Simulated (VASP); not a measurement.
# Sn (I4_1/amd) in VASP: a series of runs

Sn is run at these levels: PBE; tasks: relaxation of shape and atoms at fixed volume.

Program: VASP 6.6.1. These are calculated values, not measurements. Logs are shortened: lines on timing, memory, paths and dates and some standing lists are left out, and cuts for length are marked.

## 1. The cell of the first run

It takes space group I4_1/amd (No. 141, tetragonal). Conventional cell: a = 5.460 Å, b = 5.460 Å, c = 2.971 Å, α = 90.00°, β = 90.00°, γ = 90.00°. Within 3.7 Å of Sn (site symmetry -4m2) lie 10 Sn at 2.83 to 3.52 Å.

## 2. Relaxation of shape and atoms at fixed volume, PBE

File INCAR:

```
PREC = Accurate ; ENCUT = 600
EDIFF = 1E-7 ; ISMEAR = -1
SIGMA = 0.05 ; LREAL = False
LASPH = True ; NELM = 100
ALGO = Normal ; ISIF = 4
LWAVE = False ; LCHARG = False
GGA = PE ; IBRION = 2
NSW = 50 ; EDIFFG = -0.005
```

File KPOINTS:

```
Automatic mesh
0
Gamma
  13 13 13
```

File POSCAR:

```
Sn
1.0
   -2.7297969937      2.7297969937      1.4854547226
    2.7297969937     -2.7297969937      1.4854547226
    2.7297969937      2.7297969937     -1.4854547226
Sn
2
Direct
   -0.3750000000     -0.1250000000     -0.2500000000
    0.3750000000      0.1250000000      0.2500000000
```

Potentials or basis: VASP PAW PBE potentials, release 64 (Sn_d).

Launch:

```sh
$ cat potpaw_PBE.64/Sn_d/POTCAR > POTCAR
$ mpirun -np 1 vasp_std > vasp.out
```

OUTCAR:

```text
PREC = Accurate
   ENCUT = 600
   EDIFF = 1E-7
   ISMEAR = -1
   LREAL = False
   LASPH = True
   NELM = 100
   ISIF = 4
   GGA = PE
   IBRION = 2
   NSW = 50
   EDIFFG = -0.005

 ion  position               nearest neighbor table
   1  0.625  0.875  0.750-   2 2.83   2 2.83   2 2.83   2 2.83   2 3.52   2 3.52   2 3.52   2 3.52

   2  0.375  0.125  0.250-   1 2.83   1 2.83   1 2.83   1 2.83   1 3.52   1 3.52   1 3.52   1 3.52

  LATTYP: Found a body centered tetragonal cell.
 ALAT       =     5.4595939874
 C/A-ratio  =     0.5441630737

  Lattice vectors:

 A1 = (  -2.7297969937,   2.7297969937,   1.4854547226)
 A2 = (   2.7297969937,  -2.7297969937,   1.4854547226)
 A3 = (   2.7297969937,   2.7297969937,  -1.4854547226)

Analysis of symmetry for initial positions (statically):
=====================================================================
 Subroutine PRICEL returns:
 Original cell was already a primitive cell.

 Routine SETGRP: Setting up the symmetry group for a
 body centered tetragonal supercell.

 Subroutine GETGRP returns: Found 16 space group operations
 (whereof  4 operations were pure point group operations)
 out of a pool of 16 trial point group operations.

The static configuration has the point symmetry C_2h.
 The point group associated with its full space group is D_4h.

Analysis of symmetry for dynamics (positions and initial velocities):
=====================================================================
 Subroutine PRICEL returns:
 Original cell was already a primitive cell.

 Routine SETGRP: Setting up the symmetry group for a
 body centered tetragonal supercell.

 Subroutine GETGRP returns: Found 16 space group operations
 (whereof  4 operations were pure point group operations)
 out of a pool of 16 trial point group operations.

The dynamic configuration has the point symmetry C_2h.
 The point group associated with its full space group is D_4h.

 Subroutine INISYM returns: Found 16 space group operations
 (whereof  4 operations are pure point group operations),
 and found     1 'primitive' translations

----------------------------------------------------------------------------------------

                                     Primitive cell

  volume of cell :      44.2772

  direct lattice vectors                    reciprocal lattice vectors
    -2.729796994  2.729796994  1.485454723     0.000000000  0.183163803  0.336597267
     2.729796994 -2.729796994  1.485454723     0.183163803  0.000000000  0.336597267
     2.729796994  2.729796994 -1.485454723     0.183163803  0.183163803  0.000000000

  length of vectors
     4.136442794  4.136442794  4.136442794     0.383205818  0.383205818  0.259032735

  position of ions in fractional coordinates (direct lattice)
     0.625000000  0.875000000  0.750000000
     0.375000000  0.125000000  0.250000000

  ion indices of the primitive-cell ions
   primitive index   ion index
                 1           1
                 2           2

----------------------------------------------------------------------------------------

 KPOINTS: Automatic mesh

Automatic generation of k-mesh.
 Grid dimensions read from file:
 generate k-points for:   13   13   13

 Generating k-lattice:

  Cartesian coordinates                     Fractional coordinates (reciprocal lattice)
     0.000000000  0.014089523  0.025892097     0.076923077  0.000000000  0.000000000
     0.014089523  0.000000000  0.025892097     0.000000000  0.076923077  0.000000000
     0.014089523  0.014089523  0.000000000     0.000000000  0.000000000  0.076923077

  Length of vectors
     0.029477371  0.029477371  0.019925595

  Shift w.r.t. Gamma in fractional coordinates (k-lattice)
     0.000000000  0.000000000  0.000000000

 Subroutine IBZKPT returns following result:
 ===========================================

 Found    196 irreducible k-points:

 Following reciprocal coordinates:
            Coordinates               Weight
  0.000000  0.000000  0.000000      1.000000
  0.076923 -0.000000  0.000000      8.000000
  0.153846  0.000000  0.000000      8.000000
  0.230769  0.000000  0.000000      8.000000
  0.307692  0.000000  0.000000      8.000000
  0.384615  0.000000  0.000000      8.000000
[... 16 lines left out ...]
  0.384615  0.153846  0.000000     16.000000
  0.461538  0.153846  0.000000     16.000000
 [... further k-points ...]
   k-points           NKPTS =    196   k-points in BZ     NKDIM =    196   number of bands    NBANDS=     18
   number of dos      NEDOS =    301   number of ions     NIONS =      2
   total plane-waves  NPLWV =  46656
   dimension x,y,z NGX =    36 NGY =   36 NGZ =   36
   dimension x,y,z NGXF=    72 NGYF=   72 NGZF=   72
   ions per type =               2
   NGX,Y,Z   is equivalent  to a cutoff of  14.47, 14.47, 14.47 a.u.
   NGXF,Y,Z  is equivalent  to a cutoff of  28.94, 28.94, 28.94 a.u.
 SYSTEM =  unknown system
   PREC   = accura    normal or accurate (medium, high low for compatibility)
   ISTART =      0    job   : 0-new  1-cont  2-samecut
   ICHARG =      2    charge: 1-file 2-atom 10-const
   ISPIN  =      1    spin polarized calculation?
   LNONCOLLINEAR =      F non collinear calculations
   LSORBIT =      F    spin-orbit coupling
   LASPH  =      T    aspherical Exc in radial PAW
   ENCUT  =  600.0 eV  44.10 Ry    6.64 a.u.   8.26  8.26  8.26*2*pi/ulx,y,z
   NELM   =    100;   NELMIN=  2; NELMDL= -5     # of ELM steps
   EDIFF  = 0.1E-06   stopping-criterion for ELM
   LREAL  =      F    real-space projection
   EDIFFG = -.5E-02   stopping-criterion for IOM
   NSW    =     50    number of steps for IOM
   IBRION =      2    ionic relax: 0-MD 1-quasi-New 2-CG
   NFREE  =      1    steps in history (QN), initial steepest desc. (CG)
   ISIF   =      4    stress and relaxation
   ISYM   =      2    0-nonsym 1-usesym 2-fastsym
   POTIM  = 0.5000    time-step for ionic-motion
   TEBEG  =    0.0;   TEEND  =   0.0 temperature during run
   PSTRESS=    0.0 pullay stress
   NELECT =      28.0000    total number of electrons
   NUPDOWN=      -1.0000    fix difference up-down
   EMIN   =  10.00;   EMAX   =-10.00  energy-range for DOS
   EFERMI =   0.00;   METHOD = LEGACY
   ISMEAR =    -1;   SIGMA  =   0.05  broadening in eV -4-tet -1-fermi 0-gaus
   EFERMI_NEDOS =   21; number of points for ismear=-14 and -15
   IALGO  =     38    algorithm
   IMIX   =      4    mixing-type and parameters
     AMIX     =   0.40;   BMIX     =  1.00
     AMIX_MAG =   1.60;   BMIX_MAG =  1.00
  volume/ion in A,a.u.               =      22.14       149.40
  Fermi-wavevector in a.u.,A,eV,Ry     =   1.405187  2.655418 26.865392  1.974551
  Thomas-Fermi vector in A             =   2.527673
   LORBIT       =      0    0 simple, 1 ext, 2 COOP (PROOUT), +10 PAW based schemes
   GGA     = PE    functional components
   LHFCALC =     F    Hartree Fock is set to
   AEXX    =    0.0000 exact exchange contribution
   IVDW    =     0    specifies the selected vdW correction
   LEPSILON=     F    determine dielectric tensor
   LRPA    =     F    only Hartree local field effects (RPA)
 conjugate gradient relaxation of ions
 non-spin polarized calculation
  energy-cutoff  :      600.00
  volume of cell :       44.28
 maximum number of plane-waves:      1494
 NGX is ok and might be reduce to    36
   NGX = 17   NGY = 17   NGZ = 17

--------------------------------------- Ionic step        1  -------------------------------------------

 number of electron      28.0000006 magnetization

 Free energy of the ion-electron system (eV)
  ---------------------------------------------------
  ext. energy  EPLUGINS =         0.00000000
  ---------------------------------------------------
  free energy    TOTEN  =        -6.95141937 eV

  energy without entropy =       -6.94459410  energy(sigma->0) =       -6.94800674

------------------------ aborting loop because EDIFF is reached ----------------------------------------

  FORCE on cell =-STRESS in cart. coord.  units (eV):
  Direction    XX          YY          ZZ          XY          YZ          ZX
  --------------------------------------------------------------------------------------
  -------------------------------------------------------------------------------------
  Total        6.0788153      6.0788153      5.8337891     -0.0000000      0.0000000     -0.0000000
  in kB      219.9628888    219.9628888    211.0965789     -0.0000000      0.0000000     -0.0000000
  external PRESSURE =     217.0074522 kB  Pullay stress =       0.0000000 kB

 VOLUME and BASIS-vectors are now :
 -----------------------------------------------------------------------------
  energy-cutoff  :      600.00
  volume of cell :       44.28
      direct lattice vectors                 reciprocal lattice vectors
    -2.729796994  2.729796994  1.485454723     0.000000000  0.183163803  0.336597267
     2.729796994 -2.729796994  1.485454723     0.183163803  0.000000000  0.336597267
     2.729796994  2.729796994 -1.485454723     0.183163803  0.183163803  0.000000000

 POSITION                                       TOTAL-FORCE (eV/Angst)
 -----------------------------------------------------------------------------------
      2.72980      1.36490      1.11409        -0.000000     -0.000000     -0.000000
     -0.00000      1.36490      0.37136         0.000000      0.000000      0.000000
 -----------------------------------------------------------------------------------
    total drift:                               -0.000000     -0.000000      0.000000

  FREE ENERGIE OF THE ION-ELECTRON SYSTEM (eV)
  ---------------------------------------------------
  free  energy   TOTEN  =        -6.9514193741 eV

  energy  without entropy=       -6.9445941041  energy(sigma->0) =       -6.94800674

--------------------------------------- Ionic step        2  -------------------------------------------

 number of electron      28.0000007 magnetization

 Free energy of the ion-electron system (eV)
  ---------------------------------------------------
  ext. energy  EPLUGINS =         0.00000000
  ---------------------------------------------------
  free energy    TOTEN  =        -6.95191536 eV

  energy without entropy =       -6.94541168  energy(sigma->0) =       -6.94866352

 E-fermi :  10.7630     XC(G=0): -11.3021

 val. band max:       10.7602926180   @ k =   0.3846   0.0769   0.0769
 cond. band min:      10.7948545491   @ k =  -0.1538   0.3846   0.0769
 fundamental gap:      0.0345619311
 Fermi energy:        10.7629881128

 k-point     1 :       0.0000    0.0000    0.0000
  band No.  band energies     occupation
      1     -11.3147      2.00000
      2     -11.1660      2.00000
      3     -11.1179      2.00000
      4     -11.0877      2.00000
      5     -10.7881      2.00000
      6     -10.7881      2.00000
[... 10 lines left out ...]
     17      17.9678      0.00000
     18      19.2676      0.00000

 k-point     2 :       0.0769   -0.0000    0.0000
  band No.  band energies     occupation
      1     -11.3082      2.00000
      2     -11.1442      2.00000
      3     -11.1093      2.00000
      4     -11.0607      2.00000
      5     -10.8078      2.00000
      6     -10.8055      2.00000
[... 10 lines left out ...]
     17      17.9689      0.00000
     18      18.0046      0.00000

 k-point     3 :       0.1538    0.0000    0.0000
  band No.  band energies     occupation
      1     -11.2885      2.00000
      2     -11.0873      2.00000
      3     -11.0854      2.00000
      4     -10.9938      2.00000
      5     -10.8487      2.00000
      6     -10.8280      2.00000
[... 10 lines left out ...]
     17      15.9435      0.00000
     18      16.8361      0.00000

 k-point     4 :       0.2308    0.0000    0.0000
  band No.  band energies     occupation
      1     -11.2590      2.00000
      2     -11.0525      2.00000
      3     -11.0246      2.00000
      4     -10.9403      2.00000
      5     -10.8962      2.00000
      6     -10.8212      2.00000
[... 375 lines left out ...]
      4     -10.9687      2.00000
      5     -10.9113      2.00000
      6     -10.8923      2.00000
[... 10 lines left out ...]
     17      13.6480      0.00000
     18      15.6625      0.00000

 k-point    23 :       0.3846    0.1538    0.0000
  band No.  band energies     occupation
      1     -11.1937      2.00000
      2     -11.0641      2.00000
      3     -11.0238      2.00000
      4     -10.9502      2.00000
      5     -10.9138      2.00000
      6     -10.8691      2.00000
[... 10 lines left out ...]
     17      14.0181      0.00000
     18      17.1966      0.00000

 k-point    24 :       0.4615    0.1538    0.0000
  band No.  band energies     occupation
      1     -11.1783      2.00000
      2     -11.0580      2.00000
      3     -11.0259      2.00000
      4     -10.9511      2.00000
      5     -10.9026      2.00000
      6     -10.8620      2.00000
[... 10 lines left out ...]
     17      14.8674      0.00000
     18      16.9452      0.00000

 [... further k-points ...]
[... 5 lines left out ...]
  --------------------------------------------------------------------------------------
  -------------------------------------------------------------------------------------
  Total        5.9970384      5.9970384      5.9975132     -0.0000000      0.0000000      0.0000000
  in kB      217.0037819    217.0037819    217.0209607     -0.0000000      0.0000000      0.0000000
  external PRESSURE =     217.0095081 kB  Pullay stress =       0.0000000 kB

 VOLUME and BASIS-vectors are now :
 -----------------------------------------------------------------------------
  energy-cutoff  :      600.00
  volume of cell :       44.28
      direct lattice vectors                 reciprocal lattice vectors
    -2.735185648  2.735185648  1.479607429     0.000000000  0.182802948  0.337927473
     2.735185648 -2.735185648  1.479607429     0.182802948  0.000000000  0.337927473
     2.735185648  2.735185648 -1.479607429     0.182802948  0.182802948  0.000000000

 POSITION                                       TOTAL-FORCE (eV/Angst)
 -----------------------------------------------------------------------------------
      2.73519      1.36759      1.10971         0.000000      0.000000     -0.000000
      0.00000      1.36759      0.36990        -0.000000     -0.000000      0.000000
 -----------------------------------------------------------------------------------
    total drift:                               -0.000000     -0.000000      0.000000

  FREE ENERGIE OF THE ION-ELECTRON SYSTEM (eV)
  ---------------------------------------------------
  free  energy   TOTEN  =        -6.9519153614 eV

  energy  without entropy=       -6.9454116824  energy(sigma->0) =       -6.94866352

 reached required accuracy - stopping structural energy minimisation
```

Run time: 9.7 min. Hardware: 1 thread of Oxide Virtual Turin-like, shared host; peak memory 0.28 GiB.

What came out:

```yaml
Free_energy: -6.9519 eV
Energy_gained_by_relaxing: 0.2 meV/atom
Ionic_steps: 2
Pressure_after_relaxing: 21.7 GPa
Band_gap_on_the_k_mesh: zero (bands 14 and 15 overlap by 5.21 eV)
```

Step by step:
```csv
step,energy change (eV),largest force (eV/Å),pressure (GPa),volume (Å³)
1,0.0000,0.0000,21.70,44.28
2,-0.0005,0.0000,21.70,44.28
```

Final structure:
```xyz
2
Lattice="-2.7352 2.7352 1.4796 2.7352 -2.7352 1.4796 2.7352 2.7352 -1.4796" Properties=species:S:1:pos:R:3 pbc="T T T"
Sn    2.7352    1.3676    1.1097
Sn    0.0000    1.3676    0.3699
```

Caveat: spin-orbit coupling is left out, which moves the levels of the heavy elements.

(Continued in part 2 of 2.)

The gap in the log of VASP goes by the Fermi energy; the results here count the filled bands.